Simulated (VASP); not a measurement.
# Ta (P1) in VASP: further runs

Runs on Ta. Level: PBE. Tasks: single point.

Everything below comes from runs of VASP 6.6.1. Logs are shortened: lines on timing, memory, paths and dates and some standing lists are left out, and cuts for length are marked.

## Step 1: The cell of the first run

The typed cell holds 4 atoms: a = 4.244 Å, b = 4.324 Å, c = 5.175 Å, α = 65.51°, β = 114.67°, γ = 89.47°.

## Step 2: Single point, PBE

INCAR

```
PREC = Accurate
ENCUT = 400
EDIFF = 1E-6
ISMEAR = 0
SIGMA = 0.1
LREAL = False
LASPH = True
NELM = 120
ALGO = Normal
ISIF = 2
LWAVE = False
LCHARG = False
GGA = PE
NBANDS = 30
GGA_COMPAT = False
```

KPOINTS

```
Automatic mesh
0
Gamma
  4 4 4
```

POSCAR

```
Ta
1.0
   -4.2442950000     -0.0291830000      0.0196320000
   -0.0196320000      0.0013600000      4.3240620000
    2.1415150000      4.1904470000      2.1535760000
Ta
4
Direct
    0.0020921907      0.0296402341      0.9441128227
    0.5001486351      0.4788945939      0.9966136169
    0.7557908377      0.7262096803      0.4974222556
    0.2435543776      0.2086026907      0.5102111893
```

Potentials or basis: VASP PAW PBE potentials, release 64 (Ta_pv).

Run with:

```
$ cat potpaw_PBE.64/Ta_pv/POTCAR > POTCAR
$ mpirun -np 1 vasp_std > vasp.out
```

OUTCAR:

```text
PREC = Accurate
   ENCUT = 400
   EDIFF = 1E-6
   ISMEAR = 0
   LREAL = False
   LASPH = True
   NELM = 120
   ISIF = 2
   GGA = PE

 ion  position               nearest neighbor table
   1  0.002  0.030  0.944-   4 2.68   3 2.77   2 2.89   4 2.91   3 2.95   2 3.02   2 3.04   3 3.05
                             4 3.10   2 3.21   3 3.23   4 3.32
   2  0.500  0.479  0.997-   1 2.89   4 2.92   3 2.94   4 2.96   3 3.00   4 3.01   3 3.01   3 3.01
                             1 3.02   1 3.04   4 3.08   1 3.21
   3  0.756  0.726  0.497-   1 2.77   2 2.94   1 2.95   4 2.95   4 3.00   2 3.00   2 3.01   2 3.01
                             4 3.04   1 3.05   4 3.13   1 3.23
   4  0.244  0.209  0.510-   1 2.68   1 2.91   2 2.92   3 2.95   2 2.96   3 3.00   2 3.01   3 3.04
                             2 3.08   1 3.10   3 3.13   1 3.32

  LATTYP: Found a triclinic cell.
 ALAT       =     5.1439901650
 B/A-ratio  =     1.6233614683
 C/A-ratio  =     0.8406133452
 COS(alpha) =     0.0006087374
 COS(beta)  =     0.4245811324
 COS(gamma) =     0.8062171211

  Lattice vectors:

 A1 = (   2.1027800000,  -4.1612640000,  -2.1732080000)
 A2 = (  -0.0583670000,  -8.3503510000,  -0.0027220000)
 A3 = (   0.0196320000,  -0.0013600000,  -4.3240620000)

Analysis of symmetry for initial positions (statically):
=====================================================================
 Subroutine PRICEL returns:
 Original cell was already a primitive cell.

 Routine SETGRP: Setting up the symmetry group for a
 triclinic supercell.

 Subroutine GETGRP returns: Found  1 space group operations
 (whereof  1 operations were pure point group operations)
 out of a pool of  2 trial point group operations.

The static configuration has the point symmetry C_1 .

Analysis of symmetry for dynamics (positions and initial velocities):
=====================================================================
 Subroutine PRICEL returns:
 Original cell was already a primitive cell.

 Routine SETGRP: Setting up the symmetry group for a
 triclinic supercell.

 Subroutine GETGRP returns: Found  1 space group operations
 (whereof  1 operations were pure point group operations)
 out of a pool of  2 trial point group operations.

The dynamic configuration has the point symmetry C_1 .

 Subroutine INISYM returns: Found  1 space group operations
 (whereof  1 operations are pure point group operations),
 and found     1 'primitive' translations

----------------------------------------------------------------------------------------

                                     Primitive cell

  volume of cell :      76.6200

  direct lattice vectors                    reciprocal lattice vectors
    -4.244295000 -0.029183000  0.019632000    -0.236450315  0.121408540 -0.001111711
    -0.019632000  0.001360000  4.324062000     0.001893953 -0.119844085  0.231310321
     2.141515000  4.190447000  2.153576000    -0.001647296  0.239522431 -0.000082813

  length of vectors
     4.244440730  4.324106780  5.175308893     0.265800717  0.260519973  0.239528110

  position of ions in fractional coordinates (direct lattice)
     0.002092191  0.029640234  0.944112823
     0.500148635  0.478894594  0.996613617
     0.755790838  0.726209680  0.497422256
     0.243554378  0.208602691  0.510211189

  ion indices of the primitive-cell ions
   primitive index   ion index
                 1           1
                 2           2
                 3           3
                 4           4

----------------------------------------------------------------------------------------

 KPOINTS: Automatic mesh

Automatic generation of k-mesh.
 Grid dimensions read from file:
 generate k-points for:    4    4    4

 Generating k-lattice:

  Cartesian coordinates                     Fractional coordinates (reciprocal lattice)
    -0.059112579  0.030352135 -0.000277928     0.250000000  0.000000000  0.000000000
     0.000473488 -0.029961021  0.057827580     0.000000000  0.250000000  0.000000000
    -0.000411824  0.059880608 -0.000020703     0.000000000  0.000000000  0.250000000

  Length of vectors
     0.066450179  0.065129993  0.059882028

  Shift w.r.t. Gamma in fractional coordinates (k-lattice)
     0.000000000  0.000000000  0.000000000

 Subroutine IBZKPT returns following result:
 ===========================================

 Found     36 irreducible k-points:

 Following reciprocal coordinates:
            Coordinates               Weight
  0.000000  0.000000  0.000000      1.000000
  0.250000 -0.000000  0.000000      2.000000
  0.500000 -0.000000  0.000000      1.000000
  0.000000  0.250000  0.000000      2.000000
  0.250000  0.250000  0.000000      2.000000
  0.500000  0.250000  0.000000      2.000000
[... 16 lines left out ...]
  0.000000 -0.250000  0.250000      2.000000
  0.250000 -0.250000  0.250000      2.000000
 [... further k-points ...]
   k-points           NKPTS =     36   k-points in BZ     NKDIM =     36   number of bands    NBANDS=     30
   number of dos      NEDOS =    301   number of ions     NIONS =      4
   total plane-waves  NPLWV =  28224
   dimension x,y,z NGX =    28 NGY =   28 NGZ =   36
   dimension x,y,z NGXF=    56 NGYF=   56 NGZF=   72
   ions per type =               4
   NGX,Y,Z   is equivalent  to a cutoff of  10.97, 10.76, 11.56 a.u.
   NGXF,Y,Z  is equivalent  to a cutoff of  21.93, 21.53, 23.13 a.u.
 SYSTEM =  unknown system
   PREC   = accura    normal or accurate (medium, high low for compatibility)
   ISTART =      0    job   : 0-new  1-cont  2-samecut
   ICHARG =      2    charge: 1-file 2-atom 10-const
   ISPIN  =      1    spin polarized calculation?
   LNONCOLLINEAR =      F non collinear calculations
   LSORBIT =      F    spin-orbit coupling
   LASPH  =      T    aspherical Exc in radial PAW
   ENCUT  =  400.0 eV  29.40 Ry    5.42 a.u.   6.92  7.05  8.44*2*pi/ulx,y,z
   NELM   =    120;   NELMIN=  2; NELMDL= -5     # of ELM steps
   EDIFF  = 0.1E-05   stopping-criterion for ELM
   LREAL  =      F    real-space projection
   EDIFFG = 0.1E-04   stopping-criterion for IOM
   NSW    =      0    number of steps for IOM
   IBRION =     -1    ionic relax: 0-MD 1-quasi-New 2-CG
   NFREE  =      0    steps in history (QN), initial steepest desc. (CG)
   ISIF   =      2    stress and relaxation
   ISYM   =      2    0-nonsym 1-usesym 2-fastsym
   POTIM  = 0.5000    time-step for ionic-motion
   TEBEG  =    0.0;   TEEND  =   0.0 temperature during run
   PSTRESS=    0.0 pullay stress
   NELECT =      44.0000    total number of electrons
   NUPDOWN=      -1.0000    fix difference up-down
   EMIN   =  10.00;   EMAX   =-10.00  energy-range for DOS
   EFERMI =   0.00;   METHOD = LEGACY
   ISMEAR =     0;   SIGMA  =   0.10  broadening in eV -4-tet -1-fermi 0-gaus
   EFERMI_NEDOS =   21; number of points for ismear=-14 and -15
   IALGO  =     38    algorithm
   IMIX   =      4    mixing-type and parameters
     AMIX     =   0.40;   BMIX     =  1.00
     AMIX_MAG =   1.60;   BMIX_MAG =  1.00
  volume/ion in A,a.u.               =      19.16       129.26
  Fermi-wavevector in a.u.,A,eV,Ry     =   1.360750  2.571445 25.193098  1.851640
  Thomas-Fermi vector in A             =   2.487385
   LORBIT       =      0    0 simple, 1 ext, 2 COOP (PROOUT), +10 PAW based schemes
   GGA     = PE    functional components
   LHFCALC =     F    Hartree Fock is set to
   AEXX    =    0.0000 exact exchange contribution
   IVDW    =     0    specifies the selected vdW correction
   LEPSILON=     F    determine dielectric tensor
   LRPA    =     F    only Hartree local field effects (RPA)
 non-spin polarized calculation
 Gauss-broadening in eV      SIGMA  =   0.10
  energy-cutoff  :      400.00
  volume of cell :       76.62
 maximum number of plane-waves:      1409
   NGX = 13   NGY = 15   NGZ = 17

 number of electron      44.0000001 magnetization

 Free energy of the ion-electron system (eV)
  ---------------------------------------------------
  ext. energy  EPLUGINS =         0.00000000
  ---------------------------------------------------
  free energy    TOTEN  =       -45.95589504 eV

  energy without entropy =      -45.93442125  energy(sigma->0) =      -45.94515814

 E-fermi :   5.3110     XC(G=0): -12.2860

 val. band max:        5.3045524543   @ k =   0.2500  -0.2500   0.2500
 cond. band min:       5.3263802858   @ k =   0.5000  -0.2500   0.2500
 fundamental gap:      0.0218278315
 Fermi energy:         5.3109552429

 k-point     1 :       0.0000    0.0000    0.0000
  band No.  band energies     occupation
      1     -29.2625      2.00000
      2     -29.0475      2.00000
      3     -29.0401      2.00000
      4     -28.8734      2.00000
      5     -28.8413      2.00000
      6     -28.7591      2.00000
[... 22 lines left out ...]
     29       9.7284      0.00000
     30      10.9197      0.00000

 k-point     2 :       0.2500   -0.0000    0.0000
  band No.  band energies     occupation
      1     -29.2085      2.00000
      2     -29.0946      2.00000
      3     -29.0212      2.00000
      4     -28.9660      2.00000
      5     -28.7648      2.00000
      6     -28.7031      2.00000
[... 22 lines left out ...]
     29       9.0171      0.00000
     30       9.3051      0.00000

 k-point     3 :       0.5000   -0.0000    0.0000
  band No.  band energies     occupation
      1     -29.1571      2.00000
      2     -29.0672      2.00000
      3     -28.9617      2.00000
      4     -28.9533      2.00000
      5     -28.8502      2.00000
      6     -28.7913      2.00000
[... 22 lines left out ...]
     29       8.1422      0.00000
     30       8.2602      0.00000

 k-point     4 :       0.0000    0.2500    0.0000
  band No.  band energies     occupation
      1     -29.1920      2.00000
      2     -29.1154      2.00000
      3     -28.9902      2.00000
      4     -28.9580      2.00000
      5     -28.7857      2.00000
      6     -28.7432      2.00000
[... 22 lines left out ...]
     29       8.7524      0.00000
     30       9.5827      0.00000

 k-point     5 :       0.2500    0.2500    0.0000
  band No.  band energies     occupation
      1     -29.2373      2.00000
      2     -29.1793      2.00000
      3     -29.0638      2.00000
      4     -28.9358      2.00000
      5     -28.7621      2.00000
      6     -28.6869      2.00000
[... 22 lines left out ...]
     29       8.7295      0.00000
     30       9.1390      0.00000
[... 526 lines left out ...]
     29       9.4932      0.00000
     30       9.8136      0.00000

 k-point    22 :      -0.2500    0.5000    0.2500
  band No.  band energies     occupation
      1     -29.2267      2.00000
      2     -29.1938      2.00000
      3     -29.0782      2.00000
      4     -28.9775      2.00000
      5     -28.7671      2.00000
      6     -28.6758      2.00000
[... 22 lines left out ...]
     29       8.7738      0.00000
     30       9.3879      0.00000

 k-point    23 :       0.0000   -0.2500    0.2500
  band No.  band energies     occupation
      1     -29.1930      2.00000
      2     -29.1292      2.00000
      3     -28.9931      2.00000
      4     -28.8545      2.00000
      5     -28.8160      2.00000
      6     -28.6711      2.00000
[... 22 lines left out ...]
     29       9.1247      0.00000
     30       9.7152      0.00000

 k-point    24 :       0.2500   -0.2500    0.2500
  band No.  band energies     occupation
      1     -29.1681      2.00000
      2     -29.1013      2.00000
      3     -29.0676      2.00000
      4     -29.0323      2.00000
      5     -28.7807      2.00000
      6     -28.6622      2.00000
[... 22 lines left out ...]
     29       9.1236      0.00000
     30       9.7717      0.00000

 [... further k-points ...]

------------------------ aborting loop because EDIFF is reached ----------------------------------------

  FORCE on cell =-STRESS in cart. coord.  units (eV):
  Direction    XX          YY          ZZ          XY          YZ          ZX
  --------------------------------------------------------------------------------------
  -------------------------------------------------------------------------------------
  Total        0.5473780     -2.4097606      0.8986686     -0.2888655      0.0829519      0.5738396
  in kB       11.4460528    -50.3897634     18.7917821     -6.0403769      1.7345809     11.9993837
  external PRESSURE =      -6.7173095 kB  Pullay stress =       0.0000000 kB

 VOLUME and BASIS-vectors are now :
 -----------------------------------------------------------------------------
  energy-cutoff  :      400.00
  volume of cell :       76.62
      direct lattice vectors                 reciprocal lattice vectors
    -4.244295000 -0.029183000  0.019632000    -0.236450315  0.121408540 -0.001111711
    -0.019632000  0.001360000  4.324062000     0.001893953 -0.119844085  0.231310321
     2.141515000  4.190447000  2.153576000    -0.001647296  0.239522431 -0.000082813

 POSITION                                       TOTAL-FORCE (eV/Angst)
 -----------------------------------------------------------------------------------
      2.01237      3.95623      2.16143         1.131078      1.619818     -0.665160
      0.00208      4.16231      4.22687        -0.286925      0.794026      0.167195
     -2.15682      2.06335      4.22625         0.269980     -1.085243      0.264075
      0.05481      2.13119      2.00557        -1.114133     -1.328601      0.233889
 -----------------------------------------------------------------------------------
    total drift:                                0.000015     -0.000215      0.000423

  FREE ENERGIE OF THE ION-ELECTRON SYSTEM (eV)
  ---------------------------------------------------
  free  energy   TOTEN  =       -45.9558950442 eV

  energy  without entropy=      -45.9344212451  energy(sigma->0) =      -45.94515814
```

Wall time 38 s (1 thread of Intel Xeon Platinum 8375C at 2.90GHz (Ice Lake), shared host); peak memory 0.18 GiB.

Results:

| Property | Result |
| --- | --- |
| Free energy | -45.9559 eV |
| Pressure | -0.7 GPa |
| Largest force | 2.085 eV/Å |
| Band gap on the k mesh | zero (bands 22 and 23 overlap by 2.17 eV) |

Forces on the atoms (eV/Å):
```
Ta   1.131  1.620 -0.665
Ta  -0.287  0.794  0.167
Ta   0.270 -1.085  0.264
Ta  -1.114 -1.329  0.234
```

Stress tensor (GPa, compression positive):
```
 1.14 -0.60  1.20
-0.60 -5.04  0.17
 1.20  0.17  1.88
```

Caveat: the k points lie up to 0.41 Å⁻¹ apart, too coarse for converged energies and pressures of a metal; spin-orbit coupling is left out, which moves the levels of the heavy elements; forces of over 1 eV/Å act on the atoms, so gaps and moduli don't describe the material at rest.

## Step 3: Single point, PBE

Edit INCAR of step 2 so:

```diff
@@ -11,4 +11,6 @@
 LWAVE = False
-LCHARG = False
+LCHARG = True
 GGA = PE
+LELF = True
+LVHAR = True
 NBANDS = 30
```

KPOINTS

```
regular mesh
0
Gamma
  4 4 4
```

POSCAR

```
Ta
1.0
   -4.2442950000     -0.0291830000      0.0196320000
   -0.0196320000      0.0013600000      4.3240620000
    2.1415150000      4.1904470000      2.1535760000
Ta
4
Direct
   -0.0003679095      0.0238473735      0.9461940053
    0.5078505752      0.4724392430      0.9993960277
    0.7505078495      0.7304220167      0.4959443937
    0.2435956472      0.2166384460      0.5068256975
```

Potentials or basis: VASP PAW PBE potentials, release 64 (Ta_pv).

Run with:

```
$ cat potpaw_PBE.64/Ta_pv/POTCAR > POTCAR
$ mpirun -np 1 vasp_std > vasp.out
```

Wall time 40 s (1 thread of Intel Xeon Platinum 8375C at 2.90GHz (Ice Lake), shared host); peak memory 0.19 GiB.

The run converged. Its results:

```
Free energy            : -46.0453 eV
Pressure               : -1.4 GPa
Largest force          : 1.741 eV/Å
Band gap on the k mesh : zero (bands 22 and 23 overlap by 2.18 eV)
```

Forces in eV/Å, atoms in the order of the input:
```
Ta   0.939  1.355 -0.560
Ta  -0.007  0.656  0.345
Ta   0.064 -0.903  0.114
Ta  -0.996 -1.108  0.101
```

Stress tensor (GPa, compression positive):
```
 0.72 -0.76  0.82
-0.76 -5.92  0.08
 0.82  0.08  1.15
```

Levels at points of the mesh, in eV from the Fermi level:
| k point | band 19 | band 20 | band 21 | band 22 | band 23 | band 24 | band 25 | band 26 |
| --- | --- | --- | --- | --- | --- | --- | --- | --- |
| (0.00, 0.00, 0.00) | -1.20 | -0.96 | -0.82 | 0.21 | 0.47 | 0.81 | 1.80 | 1.97 |
| (0.50, 0.00, 0.00) | -1.61 | -1.48 | -1.21 | -0.94 | -0.11 | -0.02 | 2.00 | 2.19 |
| (0.00, 0.50, 0.00) | -1.60 | -1.29 | -1.12 | -0.79 | -0.45 | 0.26 | 2.07 | 2.30 |
| (0.50, 0.50, 0.00) | -0.78 | -0.39 | 0.00 | 0.14 | 0.45 | 0.60 | 0.70 | 0.79 |
| (0.00, 0.00, 0.50) | -2.05 | -1.27 | 0.28 | 1.50 | 1.96 | 2.10 | 2.47 | 2.49 |
| (0.50, 0.00, 0.50) | -1.65 | -1.42 | -1.24 | -0.83 | -0.31 | 0.24 | 2.03 | 2.21 |
| (0.00, 0.50, 0.50) | -1.61 | -1.48 | -1.05 | -0.88 | -0.26 | -0.08 | 2.11 | 2.34 |
| (0.50, 0.50, 0.50) | -0.66 | -0.49 | 0.00 | 0.18 | 0.28 | 0.53 | 0.72 | 0.78 |

Caveat: the k points lie up to 0.41 Å⁻¹ apart, too coarse for converged energies and pressures of a metal; spin-orbit coupling is left out, which moves the levels of the heavy elements; forces of over 1 eV/Å act on the atoms, so gaps and moduli don't describe the material at rest.

## Step 4: Single point, PBE

INCAR

```
ALGO = Normal
EDIFF = 1E-6
ENCUT = 400
GGA = PE
GGA_COMPAT = F
ISIF = 2
ISMEAR = 0
LASPH = T
LCHARG = F
LREAL = F
LWAVE = F
NBANDS = 30
NELM = 120
PREC = Accurate
SIGMA = 0.1
```

KPOINTS

```
k-points
0
Gamma
  4 4 4
```

POSCAR

```
Ta
1.0
   -4.2442950000     -0.0291830000      0.0196320000
   -0.0196320000      0.0013600000      4.3240620000
    2.1415150000      4.1904470000      2.1535760000
Ta
4
Direct
   -0.0031393669      0.0165113490      0.9499862254
    0.5159891163      0.4659883262      1.0030162334
    0.7445598348      0.7353495328      0.4933142966
    0.2441765794      0.2254976398      0.5020433687
```

Run with:

```
$ cat potpaw_PBE.64/Ta_pv/POTCAR > POTCAR
$ mpirun -np 1 vasp_std > vasp.out
```

Wall time 35 s (1 thread of Intel Xeon Platinum 8375C at 2.90GHz (Ice Lake), shared host); peak memory 0.18 GiB.

It converged, with:

* Free energy: -46.1290 eV
* Pressure: -2.0 GPa
* Largest force: 1.287 eV/Å
* Band gap on the k mesh: zero (bands 22 and 23 overlap by 2.08 eV)

Forces on the atoms (eV/Å):
```
Ta   0.710  0.983 -0.431
Ta   0.241  0.454  0.483
Ta  -0.143 -0.658 -0.055
Ta  -0.808 -0.779  0.003
```

Stress tensor (GPa, compression positive):
```
 0.05 -0.84  0.33
-0.84 -6.50 -0.05
 0.33 -0.05  0.57
```

Levels at points of the mesh, in eV from the Fermi level:
```tsv
k point	band 19	band 20	band 21	band 22	band 23	band 24	band 25	band 26
(0.00, 0.00, 0.00)	-1.16	-1.01	-0.86	0.23	0.47	0.79	1.78	1.95
(0.50, 0.00, 0.00)	-1.68	-1.52	-1.22	-0.97	-0.15	0.09	2.00	2.24
(0.00, 0.50, 0.00)	-1.62	-1.31	-1.17	-0.85	-0.43	0.25	2.23	2.25
(0.50, 0.50, 0.00)	-0.81	-0.53	-0.03	0.09	0.41	0.60	0.74	0.79
(0.00, 0.00, 0.50)	-1.97	-1.37	0.43	1.37	2.05	2.10	2.39	2.49
(0.50, 0.00, 0.50)	-1.68	-1.46	-1.25	-0.88	-0.26	0.17	2.05	2.29
(0.00, 0.50, 0.50)	-1.62	-1.48	-1.06	-0.88	-0.24	-0.08	2.21	2.35
(0.50, 0.50, 0.50)	-0.78	-0.47	0.06	0.17	0.32	0.55	0.68	0.71
```

Caveat: the k points lie up to 0.41 Å⁻¹ apart, too coarse for converged energies and pressures of a metal; spin-orbit coupling is left out, which moves the levels of the heavy elements; forces of over 1 eV/Å act on the atoms, so gaps and moduli don't describe the material at rest.

## Step 5: Overview

| cell | gap on the mesh (eV) | pressure (GPa) | largest force (eV/Å) |
| --- | --- | --- | --- |
| as given, atomic positions A | none | -0.7 | 2.08 |
| as given, atomic positions B | none | -1.4 | 1.74 |
| as given, atomic positions C | none | -2.0 | 1.29 |

Alike in all rows: task single point; level PBE; potentials or basis VASP PAW PBE potentials, release 64 (Ta_pv); no spin polarisation; k mesh 4 × 4 × 4; cutoff (eV) 400; smearing gaussian 0.1 eV.

Caveats: all runs use coarse meshes; spin-orbit coupling is left out, which moves the levels of the heavy elements; forces of over 1 eV/Å act on the atoms, so gaps and moduli don't describe the material at rest.

Total energies depend on the potentials used, so only differences within one code and one set of settings carry meaning.
